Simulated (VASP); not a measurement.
# Sn (I4_1/amd) in VASP: notebook

Sn is run at these levels: PBEsol; tasks: single point.

Everything below comes from runs of VASP 6.6.1. Logs are shortened: lines on timing, memory, paths and dates and some standing lists are left out, and cuts for length are marked.

### Step 1. The cell of the first run

It takes space group I4_1/amd (No. 141, tetragonal). Conventional cell: a = 4.590 Å, b = 4.590 Å, c = 6.459 Å, α = 90.00°, β = 90.00°, γ = 90.00°. Within 3.7 Å of Sn (site symmetry -4m2) lie 4 Sn at 2.81 Å.

### Step 2. Single point, PBEsol (strain -0.0050 x Voigt [0, 1, 0, 0, 0, 0])

INCAR reads:

```
SYSTEM = Sn
ALGO = Fast
EDIFF = 1E-6
ENCUT = 520
GGA = PS
ISIF = 2
ISMEAR = 0
LASPH = .True.
LCHARG = .False.
LREAL = .False.
LWAVE = .False.
NBANDS = 21
NELM = 80
PREC = Accurate
SIGMA = 0.15
```

KPOINTS reads:

```
k-points
0
Gamma
  12 12 12
  0 0 0
```

POSCAR reads:

```
Sn
1.0
    0.0000000000      3.2293720000      3.2456000000
    3.2456000000      0.0000000000      3.2456000000
    3.2456000000      3.2293720000      0.0000000000
Sn
2
Direct
    0.5000000000      0.5000000000      0.5000000000
    0.7500000000      0.7500000000      0.7500000000
```

Potentials or basis: VASP PAW PBE potentials, release 64 (Sn_d).

The run is started by

```bash
> cat potpaw_PBE.64/Sn_d/POTCAR > POTCAR
> mpirun -np 1 vasp_std > vasp.out
```

OUTCAR:

```text
SYSTEM = Sn
   EDIFF = 1E-6
   ENCUT = 520
   GGA = PS
   ISIF = 2
   ISMEAR = 0
   LASPH = .True.
   LREAL = .False.
   NELM = 80
   PREC = Accurate

 ion  position               nearest neighbor table
   1  0.500  0.500  0.500-   2 2.81   2 2.81   2 2.81   2 2.81
   2  0.750  0.750  0.750-   1 2.81   1 2.81   1 2.81   1 2.81

  LATTYP: Found a body centered tetragonal cell.
 ALAT       =     4.5899715380
 C/A-ratio  =     1.4071424946

  Lattice vectors:

 A1 = (   0.0000000000,  -3.2293720000,   3.2456000000)
 A2 = (   0.0000000000,  -3.2293720000,  -3.2456000000)
 A3 = (   3.2456000000,   3.2293720000,   0.0000000000)

Analysis of symmetry for initial positions (statically):
=====================================================================
 Subroutine PRICEL returns:
 Original cell was already a primitive cell.

 Routine SETGRP: Setting up the symmetry group for a
 body centered tetragonal supercell.

 Subroutine GETGRP returns: Found 16 space group operations
 (whereof  8 operations were pure point group operations)
 out of a pool of 16 trial point group operations.

The static configuration has the point symmetry D_2d.
 The point group associated with its full space group is D_4h.

Analysis of symmetry for dynamics (positions and initial velocities):
=====================================================================
 Subroutine PRICEL returns:
 Original cell was already a primitive cell.

 Routine SETGRP: Setting up the symmetry group for a
 body centered tetragonal supercell.

 Subroutine GETGRP returns: Found 16 space group operations
 (whereof  8 operations were pure point group operations)
 out of a pool of 16 trial point group operations.

The dynamic configuration has the point symmetry D_2d.
 The point group associated with its full space group is D_4h.

 Subroutine INISYM returns: Found 16 space group operations
 (whereof  8 operations are pure point group operations),
 and found     1 'primitive' translations

----------------------------------------------------------------------------------------

                                     Primitive cell

  volume of cell :      68.0359

  direct lattice vectors                    reciprocal lattice vectors
     0.000000000  3.229372000  3.245600000    -0.154054720  0.154828865  0.154054720
     3.245600000  0.000000000  3.245600000     0.154054720 -0.154828865  0.154054720
     3.245600000  3.229372000  0.000000000     0.154054720  0.154828865 -0.154054720

  length of vectors
[... 74 lines left out ...]
   ISTART =      0    job   : 0-new  1-cont  2-samecut
   ICHARG =      2    charge: 1-file 2-atom 10-const
   ISPIN  =      1    spin polarized calculation?
   LNONCOLLINEAR =      F non collinear calculations
   LSORBIT =      F    spin-orbit coupling
   LASPH  =      T    aspherical Exc in radial PAW
   ENCUT  =  520.0 eV  38.22 Ry    6.18 a.u.   8.51  8.53  8.51*2*pi/ulx,y,z
   NELM   =     80;   NELMIN=  2; NELMDL= -5     # of ELM steps
   EDIFF  = 0.1E-05   stopping-criterion for ELM
   LREAL  =      F    real-space projection
[... 7 lines left out ...]
   TEBEG  =    0.0;   TEEND  =   0.0 temperature during run
   PSTRESS=    0.0 pullay stress
   NELECT =      28.0000    total number of electrons
   NUPDOWN=      -1.0000    fix difference up-down
   EMIN   =  10.00;   EMAX   =-10.00  energy-range for DOS
   EFERMI =   0.00;   METHOD = LEGACY
   ISMEAR =     0;   SIGMA  =   0.15  broadening in eV -4-tet -1-fermi 0-gaus
   EFERMI_NEDOS =   21; number of points for ismear=-14 and -15
   IALGO  =     68    algorithm
   IMIX   =      4    mixing-type and parameters
     AMIX     =   0.40;   BMIX     =  1.00
     AMIX_MAG =   1.60;   BMIX_MAG =  1.00
  volume/ion in A,a.u.               =      34.02       229.56
  Fermi-wavevector in a.u.,A,eV,Ry     =   1.217722  2.301161 20.175357  1.482847
  Thomas-Fermi vector in A             =   2.353033
   LORBIT       =      0    0 simple, 1 ext, 2 COOP (PROOUT), +10 PAW based schemes
   GGA     = PS    functional components
   LHFCALC =     F    Hartree Fock is set to
   AEXX    =    0.0000 exact exchange contribution
   IVDW    =     0    specifies the selected vdW correction
   LEPSILON=     F    determine dielectric tensor
   LRPA    =     F    only Hartree local field effects (RPA)
 non-spin polarized calculation
 RMM-DIIS sequential band-by-band and
 Gauss-broadening in eV      SIGMA  =   0.15
  energy-cutoff  :      520.00
  volume of cell :       68.04
 maximum number of plane-waves:      1852
 NGX is ok and might be reduce to    36
   NGX = 17   NGY = 17   NGZ = 17

 number of electron      28.0000004 magnetization

 Free energy of the ion-electron system (eV)
  ---------------------------------------------------
  ext. energy  EPLUGINS =         0.00000000
  ---------------------------------------------------
  free energy    TOTEN  =        -8.45933985 eV

  energy without entropy =       -8.45731237  energy(sigma->0) =       -8.45832611

 E-fermi :   5.5420     XC(G=0):  -9.0849

 val. band max:        5.5231486390   @ k =   0.4167   0.0000   0.0000
 cond. band min:       5.6082621152   @ k =   0.0000   0.0000   0.0000
 fundamental gap:      0.0851134762
 Fermi energy:         5.5419944050

 k-point     1 :       0.0000    0.0000    0.0000
  band No.  band energies     occupation
      1     -16.0762      2.00000
      2     -16.0741      2.00000
      3     -16.0741      2.00000
      4     -16.0141      2.00000
      5     -16.0133      2.00000
      6     -15.6995      2.00000
[... 565 lines left out ...]
     20      13.3561      0.00000
     21      13.5011      0.00000

 [... further k-points ...]

------------------------ aborting loop because EDIFF is reached ----------------------------------------

  FORCE on cell =-STRESS in cart. coord.  units (eV):
  Direction    XX          YY          ZZ          XY          YZ          ZX
  --------------------------------------------------------------------------------------
  -------------------------------------------------------------------------------------
  Total        0.4705289      0.5341982      0.4705289      0.0000000     -0.0000000      0.0000000
  in kB       11.0804863     12.5798345     11.0804863      0.0000000     -0.0000000      0.0000000
  external PRESSURE =      11.5802690 kB  Pullay stress =       0.0000000 kB

 VOLUME and BASIS-vectors are now :
 -----------------------------------------------------------------------------
  energy-cutoff  :      520.00
  volume of cell :       68.04
      direct lattice vectors                 reciprocal lattice vectors
     0.000000000  3.229372000  3.245600000    -0.154054720  0.154828865  0.154054720
     3.245600000  0.000000000  3.245600000     0.154054720 -0.154828865  0.154054720
     3.245600000  3.229372000  0.000000000     0.154054720  0.154828865 -0.154054720

 POSITION                                       TOTAL-FORCE (eV/Angst)
 -----------------------------------------------------------------------------------
      3.24560      3.22937      3.24560        -0.000000      0.000000     -0.000000
      4.86840      4.84406      4.86840         0.000000      0.000000      0.000000
 -----------------------------------------------------------------------------------
    total drift:                                0.000000      0.000000      0.000000

  FREE ENERGIE OF THE ION-ELECTRON SYSTEM (eV)
  ---------------------------------------------------
  free  energy   TOTEN  =        -8.4593398461 eV

  energy  without entropy=       -8.4573123735  energy(sigma->0) =       -8.45832611
```

OSZICAR:

```text
N       E                     dE             d eps       ncg     rms          rms(c)
DAV:   1     0.228624915326E+03    0.22862E+03   -0.14880E+04  6922   0.195E+03
DAV:   2     0.165100188791E+02   -0.21211E+03   -0.20772E+03  6896   0.446E+02
DAV:   3    -0.775228204633E+01   -0.24262E+02   -0.24113E+02  8006   0.140E+02
DAV:   4    -0.853875786958E+01   -0.78648E+00   -0.78616E+00  7796   0.286E+01
DAV:   5    -0.856578003101E+01   -0.27022E-01   -0.27022E-01  9887   0.515E+00    0.329E+00
RMM:   6    -0.849259725885E+01    0.73183E-01   -0.34776E-02  8459   0.228E+00    0.191E+00
RMM:   7    -0.845756522265E+01    0.35032E-01   -0.62749E-02  8621   0.261E+00    0.163E-01
RMM:   8    -0.845880676605E+01   -0.12415E-02   -0.99771E-03  9045   0.940E-01    0.617E-02
RMM:   9    -0.845929825458E+01   -0.49149E-03   -0.32948E-03 10442   0.521E-01    0.462E-02
RMM:  10    -0.845931736378E+01   -0.19109E-04   -0.40613E-04  8967   0.226E-01    0.106E-02
RMM:  11    -0.845933935420E+01   -0.21990E-04   -0.21511E-04 11519   0.116E-01    0.104E-02
RMM:  12    -0.845933966105E+01   -0.30685E-06   -0.13397E-05  9638   0.322E-02    0.160E-03
RMM:  13    -0.845933984611E+01   -0.18506E-06   -0.27959E-06  5978   0.141E-02
   1 F= -.84593398E+01 E0= -.84583261E+01  d E =-.202747E-02
```

It took 2.8 min on 1 thread of AMD EPYC 9R45 (Zen 5), shared host; peak memory 0.3 GiB.

What came out:

* Free energy: -8.4593 eV
* Pressure: 1.2 GPa
* Band gap on the k mesh: zero (bands 14 and 15 overlap by 0.13 eV)

Caveat: the cell differs from its parent crystal (strain -0.0050 x Voigt [0, 1, 0, 0, 0, 0]); the PAW data sets were made with another functional, which shifts forces and pressure a little; spin-orbit coupling is left out, which moves the levels of the heavy elements.

### Step 3. Single point, PBEsol (strain +0.0050 x Voigt [0, 1, 0, 0, 0, 0])

INCAR reads:

```
PREC     = Accurate       # precision mode
ENCUT    = 520            # plane-wave cutoff, eV
EDIFF    = 1E-6           # SCF threshold, eV
ISMEAR   = 0              # smearing method
SIGMA    = 0.15           # smearing width, eV
LREAL    = F              # projectors in reciprocal space
LASPH    = T              # aspherical terms in the spheres
NELM     = 80             # most SCF steps
ALGO     = Fast           # electronic algorithm
ISIF     = 2              # what is computed and relaxed
LWAVE    = F              # write WAVECAR
LCHARG   = F              # write CHGCAR
GGA      = PS             # functional
NBANDS   = 21             # bands
```

KPOINTS reads:

```
Automatic mesh
0
Gamma
  12 12 12
```

POSCAR reads:

```
Sn
1.0
    0.0000000000      3.2618280000      3.2456000000
    3.2456000000      0.0000000000      3.2456000000
    3.2456000000      3.2618280000      0.0000000000
Sn
2
Direct
    0.5000000000      0.5000000000      0.5000000000
    0.7500000000      0.7500000000      0.7500000000
```

Potentials or basis: VASP PAW PBE potentials, release 64 (Sn_d).

The run is started by

```bash
> cat potpaw_PBE.64/Sn_d/POTCAR > POTCAR
> mpirun -np 1 vasp_std > vasp.out
```

Wall time 2.7 min (1 thread of AMD EPYC 9R45 (Zen 5), shared host); peak memory 0.3 GiB.

Results (log left out):

| Quantity | Value |
| --- | --- |
| Free energy | -8.4635 eV |
| Pressure | 0.7 GPa |
| Band gap on the k mesh | zero (bands 14 and 15 overlap by 0.17 eV) |

Stress tensor (GPa, compression positive):
```
0.76 0.00 0.00
0.00 0.61 0.00
0.00 0.00 0.76
```

Levels at points of the mesh, in eV from the Fermi level:
| k point | band 12 | band 13 | band 14 | band 15 | band 16 | band 17 |
| --- | --- | --- | --- | --- | --- | --- |
| (0.00, 0.00, 0.00) | -0.74 | 0.06 | 0.09 | 0.09 | 2.14 | 2.14 |
| (0.50, 0.00, 0.00) | -6.30 | -1.13 | -1.10 | -0.08 | 3.20 | 3.22 |
| (0.50, 0.50, 0.00) | -7.51 | -2.46 | -2.46 | 0.75 | 0.75 | 7.67 |
| (0.50, 0.00, 0.50) | -7.53 | -2.44 | -2.44 | 0.78 | 0.78 | 7.67 |

Caveat: the cell differs from its parent crystal (strain +0.0050 x Voigt [0, 1, 0, 0, 0, 0]); the PAW data sets were made with another functional, which shifts forces and pressure a little; spin-orbit coupling is left out, which moves the levels of the heavy elements.

### Step 4. Single point, PBEsol (strain +0.0100 x Voigt [0, 1, 0, 0, 0, 0])

INCAR reads:

```
SYSTEM = Sn
PREC = Accurate ; ENCUT = 520
EDIFF = 1E-7 ; ISMEAR = 0
SIGMA = 0.15 ; LREAL = .False.
LASPH = .True. ; NELM = 100
ALGO = Fast ; ISIF = 2
LWAVE = .False. ; LCHARG = .True.
GGA = PS ; LELF = .True.
LVHAR = .True. ; NBANDS = 21
```

KPOINTS reads:

```
regular mesh
0
Gamma
  12 12 12
  0 0 0
```

POSCAR reads:

```
Sn
1.0
    0.0000000000      3.2780560000      3.2456000000
    3.2456000000      0.0000000000      3.2456000000
    3.2456000000      3.2780560000      0.0000000000
Sn
2
Direct
    0.5000000000      0.5000000000      0.5000000000
    0.7500000000      0.7500000000      0.7500000000
```

The run is started by

```bash
> cat potpaw_PBE.64/Sn_d/POTCAR > POTCAR
> mpirun -np 1 vasp_std > vasp.out
```

It took 3.6 min on 1 thread of AMD EPYC 9R45 (Zen 5), shared host; peak memory 0.3 GiB.

The run converged. Its results:

```
Free energy            : -8.4646 eV
Pressure               : 0.5 GPa
Band gap on the k mesh : zero (bands 14 and 15 overlap by 0.19 eV)
```

Stress tensor (GPa, compression positive):
```
0.58 0.00 0.00
0.00 0.28 0.00
0.00 0.00 0.58
```

Levels at points of the mesh, in eV from the Fermi level:
```
           k point  band 11  band 12  band 13  band 14  band 15  band 16  band 17  band 18
(0.00, 0.00, 0.00)   -10.56    -0.77     0.04     0.11     0.11     2.14     2.14     2.18
(0.50, 0.00, 0.00)    -8.95    -6.28    -1.14    -1.07    -0.08     3.19     3.23     5.53
(0.50, 0.50, 0.00)    -7.48    -7.48    -2.45    -2.45     0.75     0.75     7.64     7.64
(0.50, 0.00, 0.50)    -7.52    -7.52    -2.40    -2.40     0.81     0.81     7.63     7.63
```

Caveat: the cell differs from its parent crystal (strain +0.0100 x Voigt [0, 1, 0, 0, 0, 0]); the PAW data sets were made with another functional, which shifts forces and pressure a little; spin-orbit coupling is left out, which moves the levels of the heavy elements.

### Step 5. Single point, PBEsol (strain +0.0150 x Voigt [0, 1, 0, 0, 0, 0])

INCAR reads:

```
PREC = Accurate ; ENCUT = 520
EDIFF = 1E-6 ; ISMEAR = 0
SIGMA = 0.15 ; LREAL = F
LASPH = T ; NELM = 80
ALGO = Fast ; ISIF = 2
LWAVE = F ; LCHARG = T
GGA = PS ; LELF = T
LVHAR = T ; NBANDS = 21
```

KPOINTS reads:

```
regular mesh
0
Gamma
  12 12 12
```

POSCAR reads:

```
Sn
1.0
    0.0000000000      3.2942840000      3.2456000000
    3.2456000000      0.0000000000      3.2456000000
    3.2456000000      3.2942840000      0.0000000000
Sn
2
Direct
    0.5000000000      0.5000000000      0.5000000000
    0.7500000000      0.7500000000      0.7500000000
```

The run is started by

```bash
> cat potpaw_PBE.64/Sn_d/POTCAR > POTCAR
> mpirun -np 1 vasp_std > vasp.out
```

Run time: 2.9 min. Hardware: 1 thread of AMD EPYC 9R45 (Zen 5), shared host; peak memory 0.3 GiB.

Results (log left out):

```
Free energy            : -8.4649 eV
Pressure               : 0.3 GPa
Band gap on the k mesh : zero (bands 14 and 15 overlap by 0.21 eV)
```

Stress tensor (GPa, compression positive):
```
 0.42  0.00  0.00
 0.00 -0.03  0.00
 0.00  0.00  0.42
```

Levels at points of the mesh, in eV from the Fermi level:
```csv
k point,band 10,band 11,band 12,band 13,band 14,band 15,band 16,band 17,band 18,band 19
"(0.00, 0.00, 0.00)",-21.20,-10.52,-0.80,0.02,0.12,0.12,2.13,2.13,2.19,4.85
"(0.50, 0.00, 0.00)",-21.15,-8.93,-6.26,-1.15,-1.04,-0.09,3.18,3.24,5.54,8.34
"(0.50, 0.50, 0.00)",-21.14,-7.46,-7.46,-2.44,-2.44,0.75,0.75,7.61,7.61,9.12
"(0.50, 0.00, 0.50)",-21.13,-7.51,-7.51,-2.36,-2.36,0.84,0.84,7.60,7.60,9.09
```

Caveat: the cell differs from its parent crystal (strain +0.0150 x Voigt [0, 1, 0, 0, 0, 0]); the PAW data sets were made with another functional, which shifts forces and pressure a little; spin-orbit coupling is left out, which moves the levels of the heavy elements.

### Step 6. Overview

| cell | further INCAR settings | gap on the mesh (eV) | pressure (GPa) |
| --- | --- | --- | --- |
| a = 4.579, b = 4.590 Å, angles 59.9, 60.2, 59.9°, 2 atoms | ALGO = Fast; EDIFF = 1e-06; NBANDS = 21 | none | 1.2 |
| a = 4.601, b = 4.590 Å, angles 60.1, 59.8, 60.1°, 2 atoms | ALGO = Fast; EDIFF = 1e-06; NBANDS = 21 | none | 0.7 |
| a = 4.613, b = 4.590 Å, angles 60.2, 59.7, 60.2°, 2 atoms | ALGO = Fast; EDIFF = 1e-07; NBANDS = 21 | none | 0.5 |
| a = 4.625, b = 4.590 Å, angles 60.2, 59.5, 60.2°, 2 atoms | ALGO = Fast; EDIFF = 1e-06; NBANDS = 21 | none | 0.3 |

Alike in all rows: task single point; level PBEsol; potentials or basis VASP PAW PBE potentials, release 64 (Sn_d); no spin polarisation; k mesh 12 × 12 × 12; cutoff (eV) 520; smearing gaussian 0.15 eV.

Caveats: the PAW data sets were made with another functional, which shifts forces and pressure a little; spin-orbit coupling is left out, which moves the levels of the heavy elements.

Absolute energies hang on the potentials; compare differences alone.
